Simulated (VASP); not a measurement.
# Cs (I4/mmm) in VASP: a series of runs

The runs below take Cs through single point, with PBEsol.

All numbers are computed with VASP 6.6.1; they aren't measurements. Logs are shortened: lines on timing, memory, paths and dates and some standing lists are left out, and cuts for length are marked.

### 1 The cell of the first run

Symmetry: I4/mmm, No. 139, tetragonal system. The conventional cell has a = 6.196 Å, b = 6.196 Å, c = 6.347 Å, α = 90.00°, β = 90.00°, γ = 90.00°.

### 2 Single point, PBEsol (strain +0.025 along x and y, +0.050 along z)

The input, INCAR:

```
PREC = Accurate ; ENCUT = 520
EDIFF = 1E-7 ; ISMEAR = 0
SIGMA = 0.15 ; LREAL = F
LASPH = T ; NELM = 60
ALGO = Fast ; ISIF = 2
LWAVE = F ; LCHARG = F
GGA = PS ; NBANDS = 10
```

The input, KPOINTS:

```
Automatic mesh
0
Gamma
  12 12 12
```

The input, POSCAR:

```
Cs
1.0
   -3.0980625000      3.0980625000      3.1736250000
    3.0980625000     -3.0980625000      3.1736250000
    3.0980625000      3.0980625000     -3.1736250000
Cs
1
Direct
    0.0000000000      0.0000000000      0.0000000000
```

Potentials or basis: VASP PAW PBE potentials, release 64 (Cs_sv).

Launch:

```console
$ cat potpaw_PBE.64/Cs_sv/POTCAR > POTCAR
$ mpirun -np 1 vasp_std > vasp.out
```

OUTCAR:

```text
PREC = Accurate
   ENCUT = 520
   EDIFF = 1E-7
   ISMEAR = 0
   LREAL = F
   LASPH = T
   NELM = 60
   ISIF = 2
   GGA = PS

 ion  position               nearest neighbor table
   1  0.000  0.000  0.000-

  LATTYP: Found a body centered tetragonal cell.
 ALAT       =     6.1961250000
 C/A-ratio  =     1.0243902439

  Lattice vectors:

 A1 = (  -3.0980625000,   3.0980625000,   3.1736250000)
 A2 = (   3.0980625000,  -3.0980625000,   3.1736250000)
 A3 = (   3.0980625000,   3.0980625000,  -3.1736250000)

Analysis of symmetry for initial positions (statically):
=====================================================================
 Subroutine PRICEL returns:
 Original cell was already a primitive cell.

 Routine SETGRP: Setting up the symmetry group for a
 body centered tetragonal supercell.

 Subroutine GETGRP returns: Found 16 space group operations
 (whereof 16 operations were pure point group operations)
 out of a pool of 16 trial point group operations.

The static configuration has the point symmetry D_4h.

Analysis of symmetry for dynamics (positions and initial velocities):
=====================================================================
 Subroutine PRICEL returns:
 Original cell was already a primitive cell.

 Routine SETGRP: Setting up the symmetry group for a
 body centered tetragonal supercell.

 Subroutine GETGRP returns: Found 16 space group operations
 (whereof 16 operations were pure point group operations)
 out of a pool of 16 trial point group operations.

The dynamic configuration has the point symmetry D_4h.

 Subroutine INISYM returns: Found 16 space group operations
 (whereof 16 operations are pure point group operations),
 and found     1 'primitive' translations

----------------------------------------------------------------------------------------

                                     Primitive cell

  volume of cell :     121.8417

  direct lattice vectors                    reciprocal lattice vectors
    -3.098062500  3.098062500  3.173625000     0.000000000  0.161391192  0.157548545
     3.098062500 -3.098062500  3.173625000     0.161391192  0.000000000  0.157548545
     3.098062500  3.098062500 -3.173625000     0.161391192  0.161391192  0.000000000

  length of vectors
     5.409979496  5.409979496  5.409979496     0.225540818  0.225540818  0.228241613

  position of ions in fractional coordinates (direct lattice)
     0.000000000  0.000000000  0.000000000

  ion indices of the primitive-cell ions
   primitive index   ion index
                 1           1

----------------------------------------------------------------------------------------

 KPOINTS: Automatic mesh

Automatic generation of k-mesh.
 Grid dimensions read from file:
 generate k-points for:   12   12   12

 Generating k-lattice:

  Cartesian coordinates                     Fractional coordinates (reciprocal lattice)
     0.000000000  0.013449266  0.013129045     0.083333333 -0.000000000  0.000000000
     0.013449266  0.000000000  0.013129045    -0.000000000  0.083333333  0.000000000
     0.013449266  0.013449266  0.000000000     0.000000000  0.000000000  0.083333333

  Length of vectors
     0.018795068  0.018795068  0.019020134

  Shift w.r.t. Gamma in fractional coordinates (k-lattice)
     0.000000000  0.000000000  0.000000000

 Subroutine IBZKPT returns following result:
 ===========================================

 Found    163 irreducible k-points:

 Following reciprocal coordinates:
            Coordinates               Weight
  0.000000  0.000000  0.000000      1.000000
  0.083333  0.000000 -0.000000      8.000000
  0.166667 -0.000000  0.000000      8.000000
  0.250000 -0.000000  0.000000      8.000000
  0.333333 -0.000000  0.000000      8.000000
  0.416667 -0.000000  0.000000      8.000000
[... 16 lines left out ...]
  0.500000  0.166667  0.000000     16.000000
 -0.416667  0.166667  0.000000     16.000000
 [... further k-points ...]
   k-points           NKPTS =    163   k-points in BZ     NKDIM =    163   number of bands    NBANDS=     10
   number of dos      NEDOS =    301   number of ions     NIONS =      1
   total plane-waves  NPLWV =  64000
   dimension x,y,z NGX =    40 NGY =   40 NGZ =   40
   dimension x,y,z NGXF=    80 NGYF=   80 NGZF=   80
   ions per type =               1
   NGX,Y,Z   is equivalent  to a cutoff of  12.29, 12.29, 12.29 a.u.
   NGXF,Y,Z  is equivalent  to a cutoff of  24.58, 24.58, 24.58 a.u.
 SYSTEM =  unknown system
   PREC   = accura    normal or accurate (medium, high low for compatibility)
   ISTART =      0    job   : 0-new  1-cont  2-samecut
   ICHARG =      2    charge: 1-file 2-atom 10-const
   ISPIN  =      1    spin polarized calculation?
   LNONCOLLINEAR =      F non collinear calculations
   LSORBIT =      F    spin-orbit coupling
   LASPH  =      T    aspherical Exc in radial PAW
   ENCUT  =  520.0 eV  38.22 Ry    6.18 a.u.  10.06 10.06 10.06*2*pi/ulx,y,z
   NELM   =     60;   NELMIN=  2; NELMDL= -5     # of ELM steps
   EDIFF  = 0.1E-06   stopping-criterion for ELM
   LREAL  =      F    real-space projection
   EDIFFG = 0.1E-05   stopping-criterion for IOM
   NSW    =      0    number of steps for IOM
   IBRION =     -1    ionic relax: 0-MD 1-quasi-New 2-CG
   NFREE  =      0    steps in history (QN), initial steepest desc. (CG)
   ISIF   =      2    stress and relaxation
   ISYM   =      2    0-nonsym 1-usesym 2-fastsym
   POTIM  = 0.5000    time-step for ionic-motion
   TEBEG  =    0.0;   TEEND  =   0.0 temperature during run
   PSTRESS=    0.0 pullay stress
   NELECT =       9.0000    total number of electrons
   NUPDOWN=      -1.0000    fix difference up-down
   EMIN   =  10.00;   EMAX   =-10.00  energy-range for DOS
   EFERMI =   0.00;   METHOD = LEGACY
   ISMEAR =     0;   SIGMA  =   0.15  broadening in eV -4-tet -1-fermi 0-gaus
   EFERMI_NEDOS =   21; number of points for ismear=-14 and -15
   IALGO  =     68    algorithm
   IMIX   =      4    mixing-type and parameters
     AMIX     =   0.40;   BMIX     =  1.00
     AMIX_MAG =   1.60;   BMIX_MAG =  1.00
  volume/ion in A,a.u.               =     121.84       822.23
  Fermi-wavevector in a.u.,A,eV,Ry     =   0.686895  1.298043  6.419565  0.471825
  Thomas-Fermi vector in A             =   1.767254
   LORBIT       =      0    0 simple, 1 ext, 2 COOP (PROOUT), +10 PAW based schemes
   GGA     = PS    functional components
   LHFCALC =     F    Hartree Fock is set to
   AEXX    =    0.0000 exact exchange contribution
   IVDW    =     0    specifies the selected vdW correction
   LEPSILON=     F    determine dielectric tensor
   LRPA    =     F    only Hartree local field effects (RPA)
 non-spin polarized calculation
 RMM-DIIS sequential band-by-band and
 Gauss-broadening in eV      SIGMA  =   0.15
  energy-cutoff  :      520.00
  volume of cell :      121.84
 maximum number of plane-waves:      3328
   NGX = 21   NGY = 21   NGZ = 21

 number of electron       8.9999999 magnetization

 Free energy of the ion-electron system (eV)
  ---------------------------------------------------
  ext. energy  EPLUGINS =         0.00000000
  ---------------------------------------------------
  free energy    TOTEN  =        -0.93996533 eV

  energy without entropy =       -0.92411190  energy(sigma->0) =       -0.93203862

 E-fermi :   0.2362     XC(G=0):  -5.3286

 val. band max:        0.2311976164   @ k =   0.2500   0.2500   0.0000
 cond. band min:       0.2435403742   @ k =   0.3333   0.1667   0.0000
 fundamental gap:      0.0123427578
 Fermi energy:         0.2362417653

 k-point     1 :       0.0000    0.0000    0.0000
  band No.  band energies     occupation
      1     -23.6459      2.00000
      2     -10.3731      2.00000
      3     -10.3730      2.00000
      4     -10.3730      2.00000
      5      -1.3846      2.00000
      6       2.6732      0.00000
      7       2.6732      0.00000
      8       2.7672      0.00000
      9       3.4655      0.00000
     10       3.6002      0.00000

 k-point     2 :       0.0833    0.0000   -0.0000
  band No.  band energies     occupation
      1     -23.6456      2.00000
      2     -10.3808      2.00000
      3     -10.3755      2.00000
      4     -10.3730      2.00000
      5      -1.3124      2.00000
      6       2.6071      0.00000
      7       2.6302      0.00000
      8       2.8033      0.00000
      9       3.3590      0.00000
     10       3.5633      0.00000

 k-point     3 :       0.1667   -0.0000    0.0000
  band No.  band energies     occupation
      1     -23.6446      2.00000
      2     -10.4020      2.00000
      3     -10.3823      2.00000
      4     -10.3729      2.00000
      5      -1.1023      2.00000
      6       2.3406      0.00000
      7       2.4542      0.00000
      8       3.0076      0.00000
      9       3.2792      0.00000
     10       3.5305      0.00000

 k-point     4 :       0.2500   -0.0000    0.0000
  band No.  band energies     occupation
      1     -23.6434      2.00000
      2     -10.4306      2.00000
      3     -10.3916      2.00000
      4     -10.3727      2.00000
      5      -0.7742      2.00000
      6       1.9485      0.00000
      7       2.2487      0.00000
      8       3.3444      0.00000
      9       3.3552      0.00000
     10       3.5474      0.00000

 k-point     5 :       0.3333   -0.0000    0.0000
  band No.  band energies     occupation
      1     -23.6421      2.00000
      2     -10.4586      2.00000
      3     -10.4009      2.00000
      4     -10.3726      2.00000
      5      -0.3651      2.00000
      6       1.5641      0.00000
      7       2.0759      0.00000
      8       3.4078      0.00000
      9       3.6437      0.00000
     10       3.8276      0.00000

 k-point     6 :       0.4167   -0.0000    0.0000
  band No.  band energies     occupation
      1     -23.6412      2.00000
      2     -10.4789      2.00000
      3     -10.4077      2.00000
      4     -10.3725      2.00000
      5       0.0541      1.91403
      6       1.2269      0.00000
      7       1.9642      0.00000
      8       3.3624      0.00000
      9       3.8123      0.00000
     10       4.3999      0.00000
[... 183 lines left out ...]
 k-point    21 :       0.3333    0.1667    0.0000
  band No.  band energies     occupation
      1     -23.6409      2.00000
      2     -10.4716      2.00000
      3     -10.4164      2.00000
      4     -10.3813      2.00000
      5       0.2435      0.94514
      6       1.2513      0.00000
      7       1.7845      0.00000
      8       3.2533      0.00000
      9       3.7414      0.00000
     10       4.2211      0.00000

 k-point    22 :       0.4167    0.1667   -0.0000
  band No.  band energies     occupation
      1     -23.6406      2.00000
      2     -10.4764      2.00000
      3     -10.4202      2.00000
      4     -10.3817      2.00000
      5       0.5171      0.00810
      6       1.0415      0.00000
      7       1.7428      0.00000
      8       3.1726      0.00000
      9       3.8897      0.00000
     10       4.1963      0.00000

 k-point    23 :       0.5000    0.1667    0.0000
  band No.  band energies     occupation
      1     -23.6409      2.00000
      2     -10.4722      2.00000
      3     -10.4162      2.00000
      4     -10.3819      2.00000
      5       0.2626      0.80409
      6       1.2343      0.00000
      7       1.7865      0.00000
      8       3.2436      0.00000
      9       3.7916      0.00000
     10       4.1919      0.00000

 k-point    24 :      -0.4167    0.1667    0.0000
  band No.  band energies     occupation
      1     -23.6417      2.00000
      2     -10.4595      2.00000
      3     -10.4061      2.00000
      4     -10.3816      2.00000
      5      -0.1664      1.99985
      6       1.5392      0.00000
      7       1.8960      0.00000
      8       3.2707      0.00000
      9       3.7554      0.00000
     10       3.9422      0.00000

 [... further k-points ...]

------------------------ aborting loop because EDIFF is reached ----------------------------------------

  FORCE on cell =-STRESS in cart. coord.  units (eV):
  Direction    XX          YY          ZZ          XY          YZ          ZX
  --------------------------------------------------------------------------------------
  -------------------------------------------------------------------------------------
  Total       -0.1515733     -0.1515733     -0.1533127      0.0000000     -0.0000000      0.0000000
  in kB       -1.9931375     -1.9931375     -2.0160100      0.0000000     -0.0000000      0.0000000
  external PRESSURE =      -2.0007617 kB  Pullay stress =       0.0000000 kB

 VOLUME and BASIS-vectors are now :
 -----------------------------------------------------------------------------
  energy-cutoff  :      520.00
  volume of cell :      121.84
      direct lattice vectors                 reciprocal lattice vectors
    -3.098062500  3.098062500  3.173625000     0.000000000  0.161391192  0.157548545
     3.098062500 -3.098062500  3.173625000     0.161391192  0.000000000  0.157548545
     3.098062500  3.098062500 -3.173625000     0.161391192  0.161391192  0.000000000

 POSITION                                       TOTAL-FORCE (eV/Angst)
 -----------------------------------------------------------------------------------
      0.00000      0.00000      0.00000        -0.000000     -0.000000      0.000000
 -----------------------------------------------------------------------------------
    total drift:                               -0.000000      0.000000     -0.000000

  FREE ENERGIE OF THE ION-ELECTRON SYSTEM (eV)
  ---------------------------------------------------
  free  energy   TOTEN  =        -0.9399653349 eV

  energy  without entropy=       -0.9241119014  energy(sigma->0) =       -0.93203862
```

Run time: 2 min. Hardware: 1 thread of Intel Xeon Platinum 8488C (Sapphire Rapids), shared host; peak memory 0.36 GiB.

Results:

* Free energy: -0.9400 eV
* Pressure: -0.2 GPa
* Band gap on the k mesh: zero (an odd number of electrons rules out a gap without spin polarisation)

Caveat: the cell differs from its parent crystal (strain +0.025 along x and y, +0.050 along z); the PAW data sets were made with another functional, which shifts forces and pressure a little; spin-orbit coupling is left out, which moves the levels of the heavy elements.

### 3 Single point, PBEsol (strain +0.050 along x and y, +0.025 along z)

The input, INCAR:

```
PREC = Accurate
ENCUT = 520
EDIFF = 1E-6
ISMEAR = 0
SIGMA = 0.15
LREAL = False
LASPH = True
NELM = 60
ALGO = Fast
ISIF = 2
LWAVE = False
LCHARG = False
GGA = PS
NBANDS = 10
```

The input, KPOINTS:

```
regular mesh
0
Gamma
  12 12 12
```

The input, POSCAR:

```
Cs
1.0
   -3.1736250000      3.1736250000      3.0980625000
    3.1736250000     -3.1736250000      3.0980625000
    3.1736250000      3.1736250000     -3.0980625000
Cs
1
Direct
    0.0000000000      0.0000000000      0.0000000000
```

Potentials or basis: VASP PAW PBE potentials, release 64 (Cs_sv).

Launch:

```console
$ cat potpaw_PBE.64/Cs_sv/POTCAR > POTCAR
$ mpirun -np 1 vasp_std > vasp.out
```

It took 2.1 min on 1 thread of Intel Xeon Platinum 8488C (Sapphire Rapids), shared host; peak memory 0.37 GiB.

The run converged. Its results:

```yaml
Free_energy: -0.9361 eV
Pressure: -0.2 GPa
Band_gap_on_the_k_mesh: zero (an odd number of electrons rules out a gap without spin polarisation)
```

Levels at points of the mesh, in eV from the Fermi level:
```tsv
k point	band 1	band 2	band 3	band 4	band 5	band 6	band 7	band 8	band 9
(0.00, 0.00, 0.00)	-23.90	-10.63	-10.63	-10.63	-1.60	2.39	2.49	2.49	3.20
(0.50, 0.00, 0.00)	-23.89	-10.73	-10.66	-10.63	0.08	0.81	1.62	3.09	3.71
(0.50, 0.50, 0.00)	-23.89	-10.73	-10.66	-10.63	0.05	0.77	1.72	3.01	3.63
(0.50, 0.50, 0.50)	-23.89	-10.70	-10.70	-10.70	0.71	0.75	2.74	2.74	2.93
```

Caveat: the cell differs from its parent crystal (strain +0.050 along x and y, +0.025 along z); the PAW data sets were made with another functional, which shifts forces and pressure a little; spin-orbit coupling is left out, which moves the levels of the heavy elements.
